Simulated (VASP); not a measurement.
# Ag (Pm-3m) in VASP: a series of runs

The runs below take Ag through single point, relaxation of cell and atoms, with PBE.

Program: VASP 6.6.1. These are calculated values, not measurements. Logs are shortened: lines on timing, memory, paths and dates and some standing lists are left out, and cuts for length are marked.

## 1. The cell of the first run

Symmetry: Pm-3m, No. 221, cubic system. Conventional cell: a = 2.751 Å, b = 2.751 Å, c = 2.751 Å, α = 90.00°, β = 90.00°, γ = 90.00°. Ag (site symmetry m-3m) has 6 Ag at 2.75 Å within 3.6 Å.

This isn't the form of Ag at room conditions, which is fcc.

## 2. Single point, PBE

Contents of INCAR:

```
ALGO = Normal ; EDIFF = 1E-6
ENCUT = 520 ; GGA = PE
ISIF = 2 ; ISMEAR = -1
LASPH = T ; LCHARG = F
LREAL = F ; LWAVE = F
NBANDS = 12 ; NELM = 60
PREC = Accurate ; SIGMA = 0.05
```

Contents of KPOINTS:

```
k-points
0
Gamma
  17 17 17
```

Contents of POSCAR:

```
Ag
1.0
    2.7507227920      0.0000000000      0.0000000000
    0.0000000000      2.7507227920      0.0000000000
    0.0000000000      0.0000000000      2.7507227920
Ag
1
Direct
    0.0000000000      0.0000000000      0.0000000000
```

Potentials or basis: VASP PAW PBE potentials, release 64 (Ag).

On the command line:

```bash
$ cat potpaw_PBE.64/Ag/POTCAR > POTCAR
$ mpirun -np 1 vasp_std > vasp.out
```

OUTCAR:

```text
EDIFF = 1E-6
   ENCUT = 520
   GGA = PE
   ISIF = 2
   ISMEAR = -1
   LASPH = T
   LREAL = F
   NELM = 60
   PREC = Accurate

 ion  position               nearest neighbor table
   1  0.000  0.000  0.000-

  LATTYP: Found a simple cubic cell.
 ALAT       =     2.7507227920

  Lattice vectors:

 A1 = (   2.7507227920,   0.0000000000,   0.0000000000)
 A2 = (   0.0000000000,   2.7507227920,   0.0000000000)
 A3 = (   0.0000000000,   0.0000000000,   2.7507227920)

Analysis of symmetry for initial positions (statically):
=====================================================================
 Subroutine PRICEL returns:
 Original cell was already a primitive cell.

 Routine SETGRP: Setting up the symmetry group for a
 simple cubic supercell.

 Subroutine GETGRP returns: Found 48 space group operations
 (whereof 48 operations were pure point group operations)
 out of a pool of 48 trial point group operations.

The static configuration has the point symmetry O_h .

Analysis of symmetry for dynamics (positions and initial velocities):
=====================================================================
 Subroutine PRICEL returns:
 Original cell was already a primitive cell.

 Routine SETGRP: Setting up the symmetry group for a
 simple cubic supercell.

 Subroutine GETGRP returns: Found 48 space group operations
 (whereof 48 operations were pure point group operations)
 out of a pool of 48 trial point group operations.

The dynamic configuration has the point symmetry O_h .

 Subroutine INISYM returns: Found 48 space group operations
 (whereof 48 operations are pure point group operations),
 and found     1 'primitive' translations

----------------------------------------------------------------------------------------

                                     Primitive cell

  volume of cell :      20.8133

  direct lattice vectors                    reciprocal lattice vectors
     2.750722792  0.000000000  0.000000000     0.363540813  0.000000000  0.000000000
     0.000000000  2.750722792  0.000000000     0.000000000  0.363540813  0.000000000
     0.000000000  0.000000000  2.750722792     0.000000000  0.000000000  0.363540813

  length of vectors
     2.750722792  2.750722792  2.750722792     0.363540813  0.363540813  0.363540813

  position of ions in fractional coordinates (direct lattice)
     0.000000000  0.000000000  0.000000000

  ion indices of the primitive-cell ions
   primitive index   ion index
                 1           1

----------------------------------------------------------------------------------------

 KPOINTS: k-points

Automatic generation of k-mesh.
 Grid dimensions read from file:
 generate k-points for:   17   17   17

 Generating k-lattice:

  Cartesian coordinates                     Fractional coordinates (reciprocal lattice)
     0.021384754  0.000000000  0.000000000     0.058823529  0.000000000  0.000000000
     0.000000000  0.021384754  0.000000000     0.000000000  0.058823529  0.000000000
     0.000000000  0.000000000  0.021384754     0.000000000  0.000000000  0.058823529

  Length of vectors
     0.021384754  0.021384754  0.021384754

  Shift w.r.t. Gamma in fractional coordinates (k-lattice)
     0.000000000  0.000000000  0.000000000

 Subroutine IBZKPT returns following result:
 ===========================================

 Found    165 irreducible k-points:

 Following reciprocal coordinates:
            Coordinates               Weight
  0.000000  0.000000  0.000000      1.000000
  0.058824  0.000000  0.000000      6.000000
  0.117647  0.000000  0.000000      6.000000
  0.176471  0.000000  0.000000      6.000000
  0.235294  0.000000  0.000000      6.000000
  0.294118  0.000000  0.000000      6.000000
[... 16 lines left out ...]
  0.411765  0.117647  0.000000     24.000000
  0.470588  0.117647  0.000000     24.000000
 [... further k-points ...]
   k-points           NKPTS =    165   k-points in BZ     NKDIM =    165   number of bands    NBANDS=     12
   number of dos      NEDOS =    301   number of ions     NIONS =      1
   total plane-waves  NPLWV =   8000
   dimension x,y,z NGX =    20 NGY =   20 NGZ =   20
   dimension x,y,z NGXF=    40 NGYF=   40 NGZF=   40
   ions per type =               1
   NGX,Y,Z   is equivalent  to a cutoff of  12.09, 12.09, 12.09 a.u.
   NGXF,Y,Z  is equivalent  to a cutoff of  24.17, 24.17, 24.17 a.u.
 SYSTEM =  unknown system
   PREC   = accura    normal or accurate (medium, high low for compatibility)
   ISTART =      0    job   : 0-new  1-cont  2-samecut
   ICHARG =      2    charge: 1-file 2-atom 10-const
   ISPIN  =      1    spin polarized calculation?
   LNONCOLLINEAR =      F non collinear calculations
   LSORBIT =      F    spin-orbit coupling
   LASPH  =      T    aspherical Exc in radial PAW
   ENCUT  =  520.0 eV  38.22 Ry    6.18 a.u.   5.11  5.11  5.11*2*pi/ulx,y,z
   NELM   =     60;   NELMIN=  2; NELMDL= -5     # of ELM steps
   EDIFF  = 0.1E-05   stopping-criterion for ELM
   LREAL  =      F    real-space projection
   EDIFFG = 0.1E-04   stopping-criterion for IOM
   NSW    =      0    number of steps for IOM
   IBRION =     -1    ionic relax: 0-MD 1-quasi-New 2-CG
   NFREE  =      0    steps in history (QN), initial steepest desc. (CG)
   ISIF   =      2    stress and relaxation
   ISYM   =      2    0-nonsym 1-usesym 2-fastsym
   POTIM  = 0.5000    time-step for ionic-motion
   TEBEG  =    0.0;   TEEND  =   0.0 temperature during run
   PSTRESS=    0.0 pullay stress
   NELECT =      11.0000    total number of electrons
   NUPDOWN=      -1.0000    fix difference up-down
   EMIN   =  10.00;   EMAX   =-10.00  energy-range for DOS
   EFERMI =   0.00;   METHOD = LEGACY
   ISMEAR =    -1;   SIGMA  =   0.05  broadening in eV -4-tet -1-fermi 0-gaus
   EFERMI_NEDOS =   21; number of points for ismear=-14 and -15
   IALGO  =     38    algorithm
   IMIX   =      4    mixing-type and parameters
     AMIX     =   0.40;   BMIX     =  1.00
     AMIX_MAG =   1.60;   BMIX_MAG =  1.00
  volume/ion in A,a.u.               =      20.81       140.45
  Fermi-wavevector in a.u.,A,eV,Ry     =   1.323607  2.501254 23.836512  1.751934
  Thomas-Fermi vector in A             =   2.453202
   LORBIT       =      0    0 simple, 1 ext, 2 COOP (PROOUT), +10 PAW based schemes
   GGA     = PE    functional components
   LHFCALC =     F    Hartree Fock is set to
   AEXX    =    0.0000 exact exchange contribution
   IVDW    =     0    specifies the selected vdW correction
   LEPSILON=     F    determine dielectric tensor
   LRPA    =     F    only Hartree local field effects (RPA)
 non-spin polarized calculation
  energy-cutoff  :      520.00
  volume of cell :       20.81
 maximum number of plane-waves:       587
   NGX = 11   NGY = 11   NGZ = 11

 number of electron      11.0000012 magnetization

 Free energy of the ion-electron system (eV)
  ---------------------------------------------------
  ext. energy  EPLUGINS =         0.00000000
  ---------------------------------------------------
  free energy    TOTEN  =        -2.38828370 eV

  energy without entropy =       -2.38552244  energy(sigma->0) =       -2.38690307

 E-fermi :   5.8928     XC(G=0): -10.9685

 val. band max:        5.8818204787   @ k =   0.4706   0.1176   0.0588
 cond. band min:       5.9409272825   @ k =   0.4118   0.2353   0.1176
 fundamental gap:      0.0591068038
 Fermi energy:         5.8927982825

 k-point     1 :       0.0000    0.0000    0.0000
  band No.  band energies     occupation
      1      -0.4466      2.00000
      2       0.2123      2.00000
      3       0.2123      2.00000
      4       3.1032      2.00000
      5       3.1032      2.00000
      6       3.1032      2.00000
      7      19.8047      0.00000
      8      19.8047      0.00000
      9      19.8047      0.00000
     10      24.8554      0.00000
     11      24.8554      0.00000
     12      25.2633      0.00000

 k-point     2 :       0.0588    0.0000    0.0000
  band No.  band energies     occupation
      1      -0.3704      2.00000
      2       0.2218      2.00000
      3       0.2628      2.00000
      4       3.0684      2.00000
      5       3.0684      2.00000
      6       3.1060      2.00000
      7      19.0043      0.00000
      8      19.9206      0.00000
      9      19.9206      0.00000
     10      24.7894      0.00000
     11      25.0482      0.00000
     12      25.9772      0.00000

 k-point     3 :       0.1176    0.0000    0.0000
  band No.  band energies     occupation
      1      -0.1711      2.00000
      2       0.2492      2.00000
      3       0.4387      2.00000
      4       2.9700      2.00000
      5       2.9700      2.00000
      6       3.1142      2.00000
      7      17.3787      0.00000
      8      20.2607      0.00000
      9      20.2607      0.00000
     10      24.5991      0.00000
     11      25.0854      0.00000
     12      27.8760      0.00000
[... 286 lines left out ...]
 k-point    23 :       0.4118    0.1176    0.0000
  band No.  band energies     occupation
      1       0.5824      2.00000
      2       1.0139      2.00000
      3       1.8414      2.00000
      4       2.2528      2.00000
      5       3.0613      2.00000
      6       4.6958      2.00000
      7       9.1846      0.00000
      8      20.9650      0.00000
      9      23.4041      0.00000
     10      24.6708      0.00000
     11      24.6884      0.00000
     12      29.7224      0.00000

 k-point    24 :       0.4706    0.1176    0.0000
  band No.  band energies     occupation
      1       0.6068      2.00000
      2       1.0801      2.00000
      3       1.7847      2.00000
      4       2.1966      2.00000
      5       3.0677      2.00000
      6       5.7539      1.88296
      7       7.8998      0.00000
      8      21.7228      0.00000
      9      22.8696      0.00000
     10      24.2061      0.00000
     11      25.3953      0.00000
     12      28.9078      0.00000

 [... further k-points ...]

------------------------ aborting loop because EDIFF is reached ----------------------------------------

  FORCE on cell =-STRESS in cart. coord.  units (eV):
  Direction    XX          YY          ZZ          XY          YZ          ZX
  --------------------------------------------------------------------------------------
  -------------------------------------------------------------------------------------
  Total       -0.0159863     -0.0159863     -0.0159863     -0.0000000      0.0000000     -0.0000000
  in kB       -1.2305996     -1.2305996     -1.2305996     -0.0000000      0.0000000     -0.0000000
  external PRESSURE =      -1.2305996 kB  Pullay stress =       0.0000000 kB

 VOLUME and BASIS-vectors are now :
 -----------------------------------------------------------------------------
  energy-cutoff  :      520.00
  volume of cell :       20.81
      direct lattice vectors                 reciprocal lattice vectors
     2.750722792  0.000000000  0.000000000     0.363540813  0.000000000  0.000000000
     0.000000000  2.750722792  0.000000000     0.000000000  0.363540813  0.000000000
     0.000000000  0.000000000  2.750722792     0.000000000  0.000000000  0.363540813

 POSITION                                       TOTAL-FORCE (eV/Angst)
 -----------------------------------------------------------------------------------
      0.00000      0.00000      0.00000         0.000000      0.000000      0.000000
 -----------------------------------------------------------------------------------
    total drift:                                0.000000      0.000000      0.000000

  FREE ENERGIE OF THE ION-ELECTRON SYSTEM (eV)
  ---------------------------------------------------
  free  energy   TOTEN  =        -2.3882836984 eV

  energy  without entropy=       -2.3855224435  energy(sigma->0) =       -2.38690307
```

Wall time 15 s (1 thread of Intel Xeon Platinum 8488C (Sapphire Rapids), shared host); peak memory 0.15 GiB.

What came out:

* Free energy: -2.3883 eV
* Pressure: -0.1 GPa
* Band gap on the k mesh: zero (an odd number of electrons rules out a gap without spin polarisation)

## 3. Relaxation of cell and atoms, PBE

This run uses another cell than the first one, of 18.82 Å³/atom.

Contents of INCAR:

```
SYSTEM = Ag
ALGO = Normal
EDIFF = 1E-6
EDIFFG = -0.03
ENCUT = 600
GGA = PE
IBRION = 2
ISIF = 3
ISMEAR = -1
LASPH = .True.
LCHARG = .False.
LREAL = .False.
LWAVE = .False.
NELM = 100
NSW = 80
PREC = Accurate
SIGMA = 0.05
```

Contents of KPOINTS:

```
k-points
0
Gamma
  17 17 17
  0 0 0
```

Contents of POSCAR:

```
Ag
1.0
    2.6600000000      0.0000000000      0.0000000000
    0.0000000000      2.6600000000      0.0000000000
    0.0000000000      0.0000000000      2.6600000000
Ag
1
Direct
    0.0000000000      0.0000000000      0.0000000000
```

Potentials or basis: VASP PAW PBE potentials, release 64 (Ag).

On the command line:

```bash
$ cat potpaw_PBE.64/Ag/POTCAR > POTCAR
$ mpirun -np 1 vasp_std > vasp.out
```

OUTCAR:

```text
SYSTEM = Ag
   EDIFF = 1E-6
   EDIFFG = -0.03
   ENCUT = 600
   GGA = PE
   IBRION = 2
   ISIF = 3
   ISMEAR = -1
   LASPH = .True.
   LREAL = .False.
   NELM = 100
   NSW = 80
   PREC = Accurate

 ion  position               nearest neighbor table
   1  0.000  0.000  0.000-

  LATTYP: Found a simple cubic cell.
 ALAT       =     2.6600000000

  Lattice vectors:

 A1 = (   2.6600000000,   0.0000000000,   0.0000000000)
 A2 = (   0.0000000000,   2.6600000000,   0.0000000000)
 A3 = (   0.0000000000,   0.0000000000,   2.6600000000)

Analysis of symmetry for initial positions (statically):
=====================================================================
 Subroutine PRICEL returns:
 Original cell was already a primitive cell.

 Routine SETGRP: Setting up the symmetry group for a
 simple cubic supercell.

 Subroutine GETGRP returns: Found 48 space group operations
 (whereof 48 operations were pure point group operations)
 out of a pool of 48 trial point group operations.

The static configuration has the point symmetry O_h .

Analysis of symmetry for dynamics (positions and initial velocities):
=====================================================================
 Subroutine PRICEL returns:
 Original cell was already a primitive cell.

 Routine SETGRP: Setting up the symmetry group for a
 simple cubic supercell.

 Subroutine GETGRP returns: Found 48 space group operations
 (whereof 48 operations were pure point group operations)
 out of a pool of 48 trial point group operations.

The dynamic configuration has the point symmetry O_h .

 Subroutine INISYM returns: Found 48 space group operations
 (whereof 48 operations are pure point group operations),
 and found     1 'primitive' translations

----------------------------------------------------------------------------------------

                                     Primitive cell
[... 125 lines left out ...]
 NGX is ok and might be reduce to    24
   NGX = 11   NGY = 11   NGZ = 11

--------------------------------------- Ionic step        1  -------------------------------------------

 number of electron      11.0000003 magnetization

 Free energy of the ion-electron system (eV)
  ---------------------------------------------------
  ext. energy  EPLUGINS =         0.00000000
  ---------------------------------------------------
  free energy    TOTEN  =        -2.33969951 eV

  energy without entropy =       -2.33744655  energy(sigma->0) =       -2.33857303

------------------------ aborting loop because EDIFF is reached ----------------------------------------

  FORCE on cell =-STRESS in cart. coord.  units (eV):
  Direction    XX          YY          ZZ          XY          YZ          ZX
  --------------------------------------------------------------------------------------
  -------------------------------------------------------------------------------------
  Total        1.0239218      1.0239218      1.0239218     -0.0000000      0.0000000     -0.0000000
  in kB       87.1630574     87.1630574     87.1630574     -0.0000000      0.0000000     -0.0000000
  external PRESSURE =      87.1630574 kB  Pullay stress =       0.0000000 kB
[... 57 lines left out ...]
--------------------------------------- Ionic step        3  -------------------------------------------

 number of electron      10.9999996 magnetization

 Free energy of the ion-electron system (eV)
  ---------------------------------------------------
  ext. energy  EPLUGINS =         0.00000000
  ---------------------------------------------------
  free energy    TOTEN  =        -2.38689591 eV

  energy without entropy =       -2.38414035  energy(sigma->0) =       -2.38551813

 E-fermi :   5.9239     XC(G=0): -10.9845

 val. band max:        5.9100757344   @ k =   0.4706   0.1176   0.0588
 cond. band min:       5.9735243039   @ k =   0.4118   0.2353   0.1176
 fundamental gap:      0.0634485696
 Fermi energy:         5.9238610313

 k-point     1 :       0.0000    0.0000    0.0000
  band No.  band energies     occupation
      1      -0.4317      2.00000
      2       0.2302      2.00000
      3       0.2302      2.00000
      4       3.1353      2.00000
      5       3.1353      2.00000
      6       3.1353      2.00000
      7      19.8580      0.00000
      8      19.8580      0.00000
      9      19.8580      0.00000
[... 265 lines left out ...]
 k-point    24 :       0.4706    0.1176    0.0000
  band No.  band energies     occupation
      1       0.6266      2.00000
      2       1.1016      2.00000
      3       1.8091      2.00000
      4       2.2238      2.00000
      5       3.0996      2.00000
      6       5.7814      1.89048
      7       7.9417      0.00000
      8      21.7751      0.00000
      9      22.9314      0.00000

 [... further k-points ...]

------------------------ aborting loop because EDIFF is reached ----------------------------------------

  FORCE on cell =-STRESS in cart. coord.  units (eV):
  Direction    XX          YY          ZZ          XY          YZ          ZX
  --------------------------------------------------------------------------------------
  -------------------------------------------------------------------------------------
  Total        0.0062618      0.0062618      0.0062618     -0.0000000     -0.0000000      0.0000000
  in kB        0.4834217      0.4834217      0.4834217     -0.0000000     -0.0000000      0.0000000
  external PRESSURE =       0.4834217 kB  Pullay stress =       0.0000000 kB
[... 16 lines left out ...]
  FREE ENERGIE OF THE ION-ELECTRON SYSTEM (eV)
  ---------------------------------------------------
  free  energy   TOTEN  =        -2.3868959056 eV

  energy  without entropy=       -2.3841403538  energy(sigma->0) =       -2.38551813

 reached required accuracy - stopping structural energy minimisation
```

CONTCAR:

```text
Ag
   1.00000000000000
     2.7480665699994011    0.0000000000000000   -0.0000000000000000
    -0.0000000000000000    2.7480665699994011   -0.0000000000000000
     0.0000000000000000    0.0000000000000000    2.7480665699994011
  Ag
     1
Direct
     0.0000000000000000    0.0000000000000000    0.0000000000000000

  0.00000000E+00  0.00000000E+00  0.00000000E+00
```

Wall time 35 s (1 thread of Intel Xeon Platinum 8488C (Sapphire Rapids), shared host); peak memory 0.17 GiB.

Results:

| Property | Result |
| --- | --- |
| Free energy | -2.3869 eV |
| Relaxed volume | 20.75 Å³/atom |
| Relaxed cell | a = 2.748 Å, b = 2.748 Å, c = 2.748 Å, α = 90.00°, β = 90.00°, γ = 90.00° |
| Space group after relaxing (to 0.1 Å) | Pm-3m (No. 221) |
| Energy gained by relaxing | 47.2 meV/atom |
| Ionic steps | 3 |
| Pressure after relaxing | 0.0 GPa |
| Band gap on the k mesh | zero (an odd number of electrons rules out a gap without spin polarisation) |

Step by step:
```tsv
step	energy change (eV)	largest force (eV/Å)	pressure (GPa)	volume (Å³)
1	0.0000	0.0000	8.72	18.82
2	-0.0384	0.0000	-2.72	21.75
3	-0.0472	0.0000	0.05	20.75
```

Final structure:
```
Ag
1.0
     2.74807    0.00000    0.00000
     0.00000    2.74807    0.00000
     0.00000    0.00000    2.74807
Ag
1
Cartesian
  0.0000 0.0000 0.0000
```

(Part 1 of 2 ends here.)
